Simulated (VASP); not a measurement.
GaSb (rocksalt type): relaxation of cell and atoms with PBEsol

GaSb (rocksalt type):

```
CELL_PARAMETERS angstrom
0.00000 2.72161 2.72161
2.72161 0.00000 2.72161
2.72161 2.72161 0.00000
ATOMIC_POSITIONS crystal
Ga 0.00000 0.00000 0.00000
Sb 0.50000 0.50000 0.50000
```

* Program: VASP 6.6.1
* Task: relaxation of cell and atoms
* Functional: PBEsol
* Potentials or basis: VASP PAW PBE potentials, release 64 (Ga_d, Sb)
* Cutoff: 600 eV
* k mesh: 13 × 13 × 13
* Occupations: fermi-dirac, width 0.08 eV
* Spin: no spin polarisation
* Dipole correction: no
* Further INCAR settings: ALGO = Normal; EDIFF = 1e-06; IBRION = 2; EDIFFG = -0.005; NSW = 60; ISIF = 3

The relaxed volume is 23.14 Å³/atom, the relaxed cell is a = 4.030 Å, b = 4.030 Å, c = 4.030 Å, α = 60.00°, β = 60.00°, γ = 60.00° and the space group after relaxing (to 0.1 Å) is Fm-3m (No. 225). The energy gained by relaxing is 101.9 meV/atom. The ionic steps are 16, the pressure after relaxing is 0.0 GPa and the band gap on the k mesh is zero (bands 9 and 10 overlap by 3.39 eV).

Step by step:
```csv
step,energy change (eV),largest force (eV/Å),pressure (GPa),volume (Å³)
1,0.0000,0.0000,12.49,40.32
2,-0.1472,0.0000,-4.19,50.20
3,-0.2039,0.0000,-0.04,46.28
4,-0.2038,0.0000,0.18,46.16
5,-0.2038,0.0000,0.20,46.16
6,-0.2038,0.0000,0.17,46.17
7,-0.2038,0.0000,0.17,46.17
8,-0.2038,0.0000,0.18,46.17
9,-0.2038,0.0000,0.18,46.17
10,-0.2038,0.0000,0.18,46.17
11,-0.2038,0.0000,0.18,46.17
12,-0.2038,0.0000,0.18,46.17
13,-0.2038,0.0000,0.10,46.18
14,-0.2039,0.0000,0.12,46.19
15,-0.2039,0.0000,0.07,46.22
16,-0.2039,0.0000,-0.01,46.28
```

Final structure:
```
Ga Sb
1.0
     0.00000    2.84956    2.84956
     2.84956    0.00000    2.84956
     2.84956    2.84956    0.00000
Ga Sb
1 1
Cartesian
  0.0000 0.0000 0.0000
  2.8496 2.8496 2.8496
```

Levels at points of the mesh, in eV from the Fermi level:
```
           k point  band 5  band 6  band 7  band 8  band 9  band 10  band 11  band 12  band 13
(0.00, 0.00, 0.00)  -14.80  -12.16    0.15    0.15    0.15     0.15     6.31     6.31     6.31
```

Wall time 5.6 min on 1 thread of Intel Xeon 8259CL (shared host), peak memory 0.24 GiB.

Caveat: the PAW data sets were made with another functional, which shifts forces and pressure a little; spin-orbit coupling is left out, which moves the levels of the heavy elements.
